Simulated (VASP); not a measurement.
# AlSn (P-6m2) in VASP: further runs, part 2 of 2

VASP 6.6.1. The steps go on from the part before.

## Step 5: Single point, r2SCAN (volume scaled by 1.02)

Contents of POSCAR:

```
AlSn
1.0
    4.2259084499      0.0000000000      0.0000000000
   -2.1129542249      3.6597440716      0.0000000000
    0.0000000000      0.0000000000      3.3287472872
Sn Al
1 1
Direct
    0.3333333333      0.6666666667      0.5000000000
    0.0000000000      0.0000000000      0.0000000000
```

Contents of INCAR.step1:

```
ALGO = Normal ; EDIFF = 1E-5
ENCUT = 550 ; GGA = PE
GGA_COMPAT = F ; ISMEAR = -1
LASPH = T ; LCHARG = F
LREAL = F ; LWAVE = T
NBANDS = 16 ; NELM = 120
PREC = Accurate ; SIGMA = 0.05
```

Contents of INCAR.step2:

```
ALGO = Normal ; EDIFF = 1E-6
ENCUT = 550 ; GGA_COMPAT = F
ISIF = 2 ; ISMEAR = -1
ISTART = 1 ; LASPH = T
LCHARG = F ; LMIXTAU = T
LREAL = F ; LWAVE = F
METAGGA = R2SCAN ; NBANDS = 16
NELM = 120 ; PREC = Accurate
SIGMA = 0.05
```

Contents of KPOINTS:

```
k-points
0
Gamma
  7 7 8
```

Potentials or basis: VASP PAW PBE potentials, release 64 (Sn_d, Al).

Launch:

```sh
$ cat potpaw_PBE.64/Sn_d/POTCAR potpaw_PBE.64/Al/POTCAR > POTCAR
$ cp INCAR.step1 INCAR
$ mpirun -np 1 vasp_std > vasp.out
$ cp INCAR.step2 INCAR
$ mpirun -np 1 vasp_std > vasp.out
```

OUTCAR:

```text
EDIFF = 1E-6
   ENCUT = 550
   ISIF = 2
   ISMEAR = -1
   ISTART = 1
   LASPH = T
   LREAL = F
   METAGGA = R2SCAN
   NELM = 120
   PREC = Accurate

 ion  position               nearest neighbor table
   1  0.333  0.667  0.500-   2 2.95   2 2.95   2 2.95   2 2.95   2 2.95   2 2.95
   2  0.000  0.000  0.000-   1 2.95   1 2.95   1 2.95   1 2.95   1 2.95   1 2.95

  LATTYP: Found a hexagonal cell.
 ALAT       =     4.2259084499
 C/A-ratio  =     0.7876998110

  Lattice vectors:

 A1 = (   4.2259084499,   0.0000000000,   0.0000000000)
 A2 = (  -2.1129542249,   3.6597440716,   0.0000000000)
 A3 = (   0.0000000000,   0.0000000000,   3.3287472872)

Analysis of symmetry for initial positions (statically):
=====================================================================
 Subroutine PRICEL returns:
 Original cell was already a primitive cell.

 Routine SETGRP: Setting up the symmetry group for a
 hexagonal supercell.

 Subroutine GETGRP returns: Found 12 space group operations
 (whereof 12 operations were pure point group operations)
 out of a pool of 24 trial point group operations.

The static configuration has the point symmetry D_3h.

[... 159 lines left out ...]
 E-fermi :   6.1778     XC(G=0): -10.1782

 val. band max:        6.1307849529   @ k =   0.0000   0.0000   0.1250
 cond. band min:       6.3577842184   @ k =   0.1429   0.0000   0.2500
 fundamental gap:      0.2269992655
 Fermi energy:         6.1777761527

 k-point     1 :       0.0000    0.0000    0.0000
  band No.  band energies     occupation
      1     -15.8296      2.00000
      2     -15.7214      2.00000
      3     -15.7214      2.00000
      4     -15.7054      2.00000
      5     -15.7054      2.00000
      6      -4.6992      2.00000
[... 433 lines left out ...]
      3     -15.7297      2.00000
      4     -15.7119      2.00000
      5     -15.7025      2.00000
      6      -1.6375      2.00000
[... 8 lines left out ...]
     15      19.0526      0.00000
     16      19.1103      0.00000

 [... further k-points ...]

------------------------ aborting loop because EDIFF is reached ----------------------------------------

  FORCE on cell =-STRESS in cart. coord.  units (eV):
  Direction    XX          YY          ZZ          XY          YZ          ZX
  --------------------------------------------------------------------------------------
  -------------------------------------------------------------------------------------
  Total       -0.5807906     -0.5807906     -0.9297023     -0.0000000     -0.0000000      0.0000000
  in kB      -18.0750093    -18.0750093    -28.9336250     -0.0000000     -0.0000000      0.0000000
  external PRESSURE =     -21.6945479 kB  Pullay stress =       0.0000000 kB

 VOLUME and BASIS-vectors are now :
 -----------------------------------------------------------------------------
  energy-cutoff  :      550.00
  volume of cell :       51.48
      direct lattice vectors                 reciprocal lattice vectors
     4.225908450  0.000000000  0.000000000     0.236635510  0.136621575  0.000000000
    -2.112954225  3.659744072  0.000000000     0.000000000  0.273243150  0.000000000
     0.000000000  0.000000000  3.328747287     0.000000000  0.000000000  0.300413313

 POSITION                                       TOTAL-FORCE (eV/Angst)
 -----------------------------------------------------------------------------------
     -0.00000      2.43983      1.66437        -0.000000      0.000000      0.000000
      0.00000      0.00000      0.00000         0.000000     -0.000000      0.000000
 -----------------------------------------------------------------------------------
    total drift:                                0.000000     -0.000000     -0.000000

  FREE ENERGIE OF THE ION-ELECTRON SYSTEM (eV)
  ---------------------------------------------------
  free  energy   TOTEN  =       -30.9495231165 eV

  energy  without entropy=      -30.9455936358  energy(sigma->0) =      -30.94755838
```

OSZICAR.step1:

```text
N       E                     dE             d eps       ncg     rms          rms(c)
DAV:   1     0.980774972342E+02    0.98077E+02   -0.80159E+03  1296   0.127E+03
DAV:   2     0.820990485567E+00   -0.97257E+02   -0.93142E+02  1424   0.338E+02
DAV:   3    -0.702666338877E+01   -0.78477E+01   -0.77969E+01  1648   0.761E+01
DAV:   4    -0.722535630137E+01   -0.19869E+00   -0.19866E+00  1528   0.128E+01
DAV:   5    -0.723482122475E+01   -0.94649E-02   -0.94645E-02  2008   0.268E+00    0.213E+00
DAV:   6    -0.721168290788E+01    0.23138E-01   -0.17071E-02  1592   0.179E+00    0.123E+00
DAV:   7    -0.720090822454E+01    0.10775E-01   -0.19541E-02  1736   0.171E+00    0.142E-01
DAV:   8    -0.720099271273E+01   -0.84488E-04   -0.20689E-03  1728   0.558E-01    0.434E-02
DAV:   9    -0.720103337995E+01   -0.40667E-04   -0.99023E-05  1696   0.844E-02    0.110E-02
DAV:  10    -0.720103564054E+01   -0.22606E-05   -0.64708E-06  1224   0.194E-02
   1 F= -.72010356E+01 E0= -.71990638E+01  d E =-.394372E-02
```

Run time: 2.6 min. Hardware: 1 thread of AMD EPYC 7R13, shared host; peak memory 0.17 GiB.

Results:

```yaml
Free_energy: -30.9495 eV
Pressure: -2.2 GPa
```

Stress tensor (GPa, compression positive):
```
-1.81  0.00  0.00
 0.00 -1.81  0.00
 0.00  0.00 -2.89
```

Caveat: the cell differs from its parent crystal (volume scaled by 1.02); the PAW data sets were made with another functional, which shifts forces and pressure a little; spin-orbit coupling is left out, which moves the levels of the heavy elements.

## Step 6: Single point, RPBE+D3(BJ)

This run uses another cell than the first one, of 20.31 Å³/atom, 0.805 times its volume.

Contents of INCAR:

```
ALGO = Normal
EDIFF = 1E-6
ENCUT = 520
GGA = RP
ISIF = 2
ISMEAR = -1
IVDW = 12
LASPH = T
LCHARG = F
LREAL = F
LWAVE = F
NBANDS = 16
NELM = 80
PREC = Accurate
SIGMA = 0.05
```

KPOINTS is that of step 5.

Contents of POSCAR:

```
AlSn
1.0
    3.8499472596      0.0000000000      0.0000000000
   -1.9249736298      3.3341521301      0.0000000000
    0.0000000000      0.0000000000      3.1645017592
Sn Al
1 1
Direct
    0.3333333333      0.6666666667      0.5000000000
    0.0000000000      0.0000000000      0.0000000000
```

Potentials or basis: VASP PAW PBE potentials, release 64 (Sn_d, Al).

Launch:

```sh
$ cat potpaw_PBE.64/Sn_d/POTCAR potpaw_PBE.64/Al/POTCAR > POTCAR
$ mpirun -np 1 vasp_std > vasp.out
```

OUTCAR:

```text
EDIFF = 1E-6
   ENCUT = 520
   GGA = RP
   ISIF = 2
   ISMEAR = -1
   IVDW = 12
   LASPH = T
   LREAL = F
   NELM = 80
   PREC = Accurate
 IVDW          = 12

 ion  position               nearest neighbor table
   1  0.333  0.667  0.500-   2 2.73   2 2.73   2 2.73   2 2.73   2 2.73   2 2.73
   2  0.000  0.000  0.000-   1 2.73   1 2.73   1 2.73   1 2.73   1 2.73   1 2.73

  LATTYP: Found a hexagonal cell.
 ALAT       =     3.8499472596
 C/A-ratio  =     0.8219597687

  Lattice vectors:

 A1 = (   3.8499472596,   0.0000000000,   0.0000000000)
 A2 = (  -1.9249736298,   3.3341521301,   0.0000000000)
 A3 = (   0.0000000000,   0.0000000000,   3.1645017592)

Analysis of symmetry for initial positions (statically):
=====================================================================
 Subroutine PRICEL returns:
 Original cell was already a primitive cell.

 Routine SETGRP: Setting up the symmetry group for a
 hexagonal supercell.

 Subroutine GETGRP returns: Found 12 space group operations
 (whereof 12 operations were pure point group operations)
 out of a pool of 24 trial point group operations.

The static configuration has the point symmetry D_3h.

Analysis of symmetry for dynamics (positions and initial velocities):
=====================================================================
 Subroutine PRICEL returns:
 Original cell was already a primitive cell.

 Routine SETGRP: Setting up the symmetry group for a
 hexagonal supercell.

 Subroutine GETGRP returns: Found 12 space group operations
 (whereof 12 operations were pure point group operations)
 out of a pool of 24 trial point group operations.

The dynamic configuration has the point symmetry D_3h.

 Subroutine INISYM returns: Found 12 space group operations
 (whereof 12 operations are pure point group operations),
 and found     1 'primitive' translations

----------------------------------------------------------------------------------------

                                     Primitive cell

  volume of cell :      40.6205

  direct lattice vectors                    reciprocal lattice vectors
     3.849947260  0.000000000  0.000000000     0.259743818  0.149963163  0.000000000
    -1.924973630  3.334152130  0.000000000     0.000000000  0.299926326  0.000000000
     0.000000000  0.000000000  3.164501759     0.000000000  0.000000000  0.316005512

  length of vectors
     3.849947260  3.849947260  3.164501759     0.299926326  0.299926326  0.316005512

  position of ions in fractional coordinates (direct lattice)
     0.333333333  0.666666667  0.500000000
     0.000000000  0.000000000  0.000000000

  ion indices of the primitive-cell ions
   primitive index   ion index
                 1           1
                 2           2

----------------------------------------------------------------------------------------

 KPOINTS: k-points

Automatic generation of k-mesh.
 Grid dimensions read from file:
 generate k-points for:    7    7    8

 Generating k-lattice:

  Cartesian coordinates                     Fractional coordinates (reciprocal lattice)
     0.037106260  0.021423309  0.000000000     0.142857143  0.000000000  0.000000000
     0.000000000  0.042846618  0.000000000     0.000000000  0.142857143  0.000000000
     0.000000000  0.000000000  0.039500689     0.000000000  0.000000000  0.125000000

  Length of vectors
     0.042846618  0.042846618  0.039500689

  Shift w.r.t. Gamma in fractional coordinates (k-lattice)
     0.000000000  0.000000000  0.000000000

 Subroutine IBZKPT returns following result:
 ===========================================

 Found     40 irreducible k-points:

 Following reciprocal coordinates:
            Coordinates               Weight
  0.000000  0.000000  0.000000      1.000000
  0.142857  0.000000  0.000000      6.000000
  0.285714  0.000000  0.000000      6.000000
  0.428571  0.000000  0.000000      6.000000
  0.142857  0.142857  0.000000      6.000000
  0.285714  0.142857  0.000000     12.000000
[... 16 lines left out ...]
  0.428571  0.142857  0.250000     12.000000
  0.285714  0.285714  0.250000     12.000000
 [... further k-points ...]
   k-points           NKPTS =     40   k-points in BZ     NKDIM =     40   number of bands    NBANDS=     16
   number of dos      NEDOS =    301   number of ions     NIONS =      2
   total plane-waves  NPLWV =  21600
   dimension x,y,z NGX =    30 NGY =   30 NGZ =   24
   dimension x,y,z NGXF=    60 NGYF=   60 NGZF=   48
   ions per type =               1   1
   NGX,Y,Z   is equivalent  to a cutoff of  12.95, 12.95, 12.61 a.u.
   NGXF,Y,Z  is equivalent  to a cutoff of  25.91, 25.91, 25.22 a.u.
 SYSTEM =  unknown system
   PREC   = accura    normal or accurate (medium, high low for compatibility)
   ISTART =      0    job   : 0-new  1-cont  2-samecut
   ICHARG =      2    charge: 1-file 2-atom 10-const
   ISPIN  =      1    spin polarized calculation?
   LNONCOLLINEAR =      F non collinear calculations
   LSORBIT =      F    spin-orbit coupling
   LASPH  =      T    aspherical Exc in radial PAW
   ENCUT  =  520.0 eV  38.22 Ry    6.18 a.u.   7.16  7.16  5.88*2*pi/ulx,y,z
   NELM   =     80;   NELMIN=  2; NELMDL= -5     # of ELM steps
   EDIFF  = 0.1E-05   stopping-criterion for ELM
   LREAL  =      F    real-space projection
   EDIFFG = 0.1E-04   stopping-criterion for IOM
   NSW    =      0    number of steps for IOM
   IBRION =     -1    ionic relax: 0-MD 1-quasi-New 2-CG
   NFREE  =      0    steps in history (QN), initial steepest desc. (CG)
   ISIF   =      2    stress and relaxation
   ISYM   =      2    0-nonsym 1-usesym 2-fastsym
   POTIM  = 0.5000    time-step for ionic-motion
   TEBEG  =    0.0;   TEEND  =   0.0 temperature during run
   PSTRESS=    0.0 pullay stress
   NELECT =      17.0000    total number of electrons
   NUPDOWN=      -1.0000    fix difference up-down
   EMIN   =  10.00;   EMAX   =-10.00  energy-range for DOS
   EFERMI =   0.00;   METHOD = LEGACY
   ISMEAR =    -1;   SIGMA  =   0.05  broadening in eV -4-tet -1-fermi 0-gaus
   EFERMI_NEDOS =   21; number of points for ismear=-14 and -15
   IALGO  =     38    algorithm
   IMIX   =      4    mixing-type and parameters
     AMIX     =   0.40;   BMIX     =  1.00
     AMIX_MAG =   1.60;   BMIX_MAG =  1.00
  volume/ion in A,a.u.               =      20.31       137.06
  Fermi-wavevector in a.u.,A,eV,Ry     =   1.224548  2.314061 20.402192  1.499519
  Thomas-Fermi vector in A             =   2.359619
   LORBIT       =      0    0 simple, 1 ext, 2 COOP (PROOUT), +10 PAW based schemes
   GGA     = RP    functional components
   LHFCALC =     F    Hartree Fock is set to
   AEXX    =    0.0000 exact exchange contribution
   IVDW    =    12    specifies the selected vdW correction
   LEPSILON=     F    determine dielectric tensor
   LRPA    =     F    only Hartree local field effects (RPA)
 non-spin polarized calculation
  energy-cutoff  :      520.00
  volume of cell :       40.62
 maximum number of plane-waves:      1106
 NGX is ok and might be reduce to    30
   NGX = 15   NGY = 15   NGZ = 11

 number of electron      16.9999994 magnetization

 Free energy of the ion-electron system (eV)
  ---------------------------------------------------
  ext. energy  EPLUGINS =         0.00000000
  ---------------------------------------------------
  free energy    TOTEN  =        -6.05499179 eV

  energy without entropy =       -6.05084365  energy(sigma->0) =       -6.05291772

 E-fermi :   9.0047     XC(G=0): -10.4415

 val. band max:        8.9434986207   @ k =   0.0000   0.0000   0.1250
 cond. band min:       9.0403803776   @ k =   0.0000   0.0000   0.0000
 fundamental gap:      0.0968817568
 Fermi energy:         9.0046544177

 k-point     1 :       0.0000    0.0000    0.0000
  band No.  band energies     occupation
      1     -12.6599      2.00000
      2     -12.4998      2.00000
      3     -12.4998      2.00000
      4     -12.4628      2.00000
      5     -12.4628      2.00000
      6      -2.9685      2.00000
[... 8 lines left out ...]
     15      22.4881      0.00000
     16      22.4881      0.00000
[... 419 lines left out ...]
 k-point    24 :       0.2857    0.2857    0.2500
  band No.  band energies     occupation
      1     -12.5381      2.00000
      2     -12.5296      2.00000
      3     -12.4995      2.00000
      4     -12.4807      2.00000
      5     -12.4577      2.00000
      6       0.7649      2.00000
[... 8 lines left out ...]
     15      22.3082      0.00000
     16      22.6205      0.00000

 [... further k-points ...]

------------------------ aborting loop because EDIFF is reached ----------------------------------------

 Edisp (eV)   -4.10196

 E8    (eV) :    -2.7911

  FORCE on cell =-STRESS in cart. coord.  units (eV):
  Direction    XX          YY          ZZ          XY          YZ          ZX
  --------------------------------------------------------------------------------------
  -------------------------------------------------------------------------------------
  Total      -0.05031    -0.05031    -0.05405     0.00000    -0.00000     0.00000
  in kB      -1.98416    -1.98416    -2.13203     0.00000    -0.00000     0.00000
  external pressure =       -2.03 kB  Pullay stress =        0.00 kB

 VOLUME and BASIS-vectors are now :
 -----------------------------------------------------------------------------
  energy-cutoff  :      520.00
  volume of cell :       40.62
      direct lattice vectors                 reciprocal lattice vectors
     3.849947260  0.000000000  0.000000000     0.259743818  0.149963163  0.000000000
    -1.924973630  3.334152130  0.000000000     0.000000000  0.299926326  0.000000000
     0.000000000  0.000000000  3.164501759     0.000000000  0.000000000  0.316005512

 POSITION                                       TOTAL-FORCE (eV/Angst)
 -----------------------------------------------------------------------------------
     -0.00000      2.22277      1.58225        -0.000000      0.000000      0.000000
      0.00000      0.00000      0.00000         0.000000      0.000000      0.000000
 -----------------------------------------------------------------------------------
    total drift:                                0.000000     -0.000000     -0.000000

  FREE ENERGIE OF THE ION-ELECTRON SYSTEM (eV)
  ---------------------------------------------------
  free  energy   TOTEN  =       -10.1569540646 eV

  energy  without entropy=      -10.1528059212  energy(sigma->0) =      -10.15487999
```

stdout:

```text
POSCAR found type information on POSCAR SnAl
 POSCAR found :  2 types and       2 ions
 scaLAPACK will be used
 -----------------------------------------------------------------------------
|                                                                             |
|                                                                             |
|     You enforced a specific xc type in the INCAR file but a different       |
|     I HOPE YOU KNOW WHAT YOU ARE DOING!                                     |
|                                                                             |
 -----------------------------------------------------------------------------

 LDA part: xc-table for (Slater+PW92), standard interpolation
 POSCAR, INCAR and KPOINTS ok, starting setup
 FFT: planning ... GRIDC
 FFT: planning ... GRID_SOFT
 FFT: planning ... GRID
 WAVECAR not read
 entering main loop
```

Run time: 10 s. Hardware: 1 thread of Intel Xeon Platinum 8488C (Sapphire Rapids), shared host; peak memory 0.18 GiB.

What came out:

| Quantity | Value |
| --- | --- |
| Free energy | -10.1570 eV |
| Pressure | -0.2 GPa |
| Dispersion energy per atom | -2.051 eV |

Caveat: the PAW data sets were made with another functional, which shifts forces and pressure a little; spin-orbit coupling is left out, which moves the levels of the heavy elements; pairwise dispersion overbinds metals, which lowers pressure and volume.

## Step 7: The runs side by side

| task | level | spin | cell | cutoff (eV) | gap on the mesh (eV) | pressure (GPa) | relaxed volume (Å³/atom) |
| --- | --- | --- | --- | --- | --- | --- | --- |
| relaxation of cell and atoms | BLYP | off | relaxed from a = 4.198, b = 4.198, c = 3.307 Å, angles 90.0, 90.0, 120.0°, 2 atoms | 600 | none | 0.0 | 27.46 |
| relaxation of cell and atoms | r2SCAN | off | relaxed from a = 4.198, b = 4.198, c = 3.307 Å, angles 90.0, 90.0, 120.0°, 2 atoms | 600 | none | 0.0 | 24.69 |
| single point | PBEsol | non-collinear, zero start, SOC | a = 4.198, b = 4.198, c = 3.307 Å, angles 90.0, 90.0, 120.0°, 2 atoms | 520 | - | -1.8 | - |
| single point | r2SCAN | off | a = 4.226, b = 4.226, c = 3.329 Å, angles 90.0, 90.0, 120.0°, 2 atoms | 550 | none | -2.2 | - |
| single point | RPBE+D3(BJ) | off | a = 3.850, b = 3.850, c = 3.165 Å, angles 90.0, 90.0, 120.0°, 2 atoms | 520 | none | -0.2 | - |

Alike in all rows: potentials or basis VASP PAW PBE potentials, release 64 (Sn_d, Al); k mesh 7 × 7 × 8; smearing fermi-dirac 0.05 eV.

Caveats: the PAW data sets were made with another functional, which shifts forces and pressure a little; spin-orbit coupling is left out, which moves the levels of the heavy elements (some runs); pairwise dispersion overbinds metals, which lowers pressure and volume (some runs).

Absolute energies hang on the potentials; compare differences alone.
